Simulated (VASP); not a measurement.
# YAlC4N4: single point with PBE

The system is YAlC4N4.

```xyz
10
Lattice="6.0680 0.0000 0.0000 0.0000 6.0680 0.0000 0.0000 0.0000 6.0680" Properties=species:S:1:pos:R:3 pbc="T T T"
Y     3.0340    3.0340    3.0340
Al    0.0000    0.0000    0.0000
C     1.0825    1.0825    1.0825
C     1.0825    4.9854    4.9854
C     4.9854    1.0825    4.9854
C     4.9854    4.9854    1.0825
N     1.7580    1.7580    1.7580
N     1.7580    4.3099    4.3099
N     4.3099    1.7580    4.3099
N     4.3099    4.3099    1.7580
```

- Program: VASP 6.6.1
- Task: single point
- Functional: PBE
- Potentials or basis: VASP PAW PBE potentials, release 64 (Y_sv, Al, C, N)
- Cutoff: 520 eV
- k mesh: 4 × 4 × 4
- Occupations: gaussian, width 0.1 eV
- Spin: collinear spin, ferromagnetic start
- Starting moments: [0.0, 0.0, 1.0, 1.0, 1.0, 1.0, 1.0, 1.0, 1.0, 1.0] μB

```
Pressure                                              : 6.3 GPa
Largest force                                         : 1.438 eV/Å
Net moment                                            : 1.60 μB per cell
Site moments                                          : Y +0.33; Al +0.01; C +0.08; N +0.02 μB
Valence electrons inside the program's atomic spheres : Y 9.89; Al 0.89; C 2.65; N 3.92
```

Forces on the atoms (eV/Å):
```
Y    0.000  0.000  0.000
Al   0.000  0.000  0.000
C   -0.273 -0.273 -0.273
C   -0.273  0.273  0.273
C    0.273 -0.273  0.273
C    0.273  0.273 -0.273
N    0.830  0.830  0.830
N    0.830 -0.830 -0.830
N   -0.830  0.830 -0.830
N   -0.830 -0.830  0.830
```

Levels at points of the mesh, in eV from the Fermi level:
Spin up:
| k point | band 22 | band 23 | band 24 | band 25 | band 26 | band 27 | band 28 | band 29 | band 30 | band 31 |
| --- | --- | --- | --- | --- | --- | --- | --- | --- | --- | --- |
| (0.00, 0.00, 0.00) | -5.83 | -5.83 | -5.83 | -0.28 | -0.28 | -0.28 | -0.17 | -0.17 | 1.80 | 2.83 |
| (0.50, 0.00, 0.00) | -6.02 | -5.94 | -5.94 | -0.38 | 0.23 | 0.23 | 0.39 | 0.73 | 1.10 | 1.94 |
| (0.50, 0.50, 0.00) | -6.07 | -5.94 | -5.94 | -0.37 | 0.42 | 0.65 | 0.65 | 0.68 | 1.10 | 1.55 |
| (0.50, 0.50, 0.50) | -5.87 | -5.87 | -5.87 | -0.16 | -0.16 | 0.33 | 0.33 | 0.33 | 2.70 | 2.70 |
Spin down:
| k point | band 22 | band 23 | band 24 | band 25 | band 26 | band 27 |
| --- | --- | --- | --- | --- | --- | --- |
| (0.00, 0.00, 0.00) | -5.68 | -5.68 | -5.68 | 0.01 | 0.01 | 0.01 |
| (0.50, 0.00, 0.00) | -5.87 | -5.79 | -5.79 | -0.02 | 0.52 | 0.52 |
| (0.50, 0.50, 0.00) | -5.91 | -5.79 | -5.79 | 0.00 | 0.69 | 0.95 |
| (0.50, 0.50, 0.50) | -5.73 | -5.73 | -5.73 | 0.19 | 0.19 | 0.63 |

Run time: 6.2 min on 1 thread of Oxide Virtual Turin-like Processor (shared host), peak memory 0.45 GiB.

Caveat: forces of over 1 eV/Å act on the atoms, so gaps and moduli don't describe the material at rest.
